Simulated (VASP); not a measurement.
## Mg: single point with PBE

Mg:

```
CELL_PARAMETERS angstrom
3.64497 2.10442 6.21613
-3.64497 2.10442 6.21613
0.00000 -4.20884 6.21613
ATOMIC_POSITIONS crystal
Mg 0.01019 0.65361 0.01019
Mg 0.01019 0.01019 0.65361
Mg 0.65361 0.01019 0.01019
Mg 0.98981 0.34639 0.98981
Mg 0.34639 0.98981 0.98981
Mg 0.98981 0.98981 0.34639
Mg 0.22118 0.63060 0.22118
Mg 0.22118 0.22118 0.63060
Mg 0.63060 0.22118 0.22118
Mg 0.77882 0.36940 0.77882
Mg 0.36940 0.77882 0.77882
Mg 0.77882 0.77882 0.36940
```

```json
{"Program": "VASP 6.6.1", "Task": "single point", "Functional": "PBE", "Potentials or basis": "VASP PAW PBE potentials, release 64 (Mg)", "Cutoff": "520 eV", "k mesh": "3 × 3 × 3", "Occupations": "gaussian, width 0.1 eV", "Spin": "no spin polarisation"}
```

```yaml
Pressure: 15.6 GPa
Largest_force: 2.414 eV/Å
Band_gap_on_the_k_mesh: zero (bands 12 and 13 overlap by 0.73 eV)
```

Forces on the atoms (eV/Å):
```
Mg   0.961 -0.555 -0.391
Mg   0.000  1.110 -0.391
Mg  -0.961 -0.555 -0.391
Mg  -0.961  0.555  0.391
Mg   0.961  0.555  0.391
Mg   0.000 -1.110  0.391
Mg   2.039 -1.177  0.535
Mg   0.000  2.354  0.535
Mg  -2.039 -1.177  0.535
Mg  -2.039  1.177 -0.535
Mg   2.039  1.177 -0.535
Mg   0.000 -2.354 -0.535
```

Stress tensor (GPa, compression positive):
```
13.86  0.00  0.00
 0.00 13.86  0.00
 0.00  0.00 18.99
```

Levels at points of the mesh, in eV from the Fermi level:
```csv
k point,band 10,band 11,band 12,band 13,band 14,band 15
"(0.00, 0.00, 0.00)",-2.08,-1.84,-1.33,-0.71,-0.71,0.90
```

Wall time 78 s on 1 thread of Intel(R) Xeon(R) Platinum 8488C (Sapphire Rapids), with other jobs on the host, peak memory 0.4 GiB.

Caveat: the cell stands under pressure; forces of over 1 eV/Å act on the atoms, so gaps and moduli don't describe the material at rest.
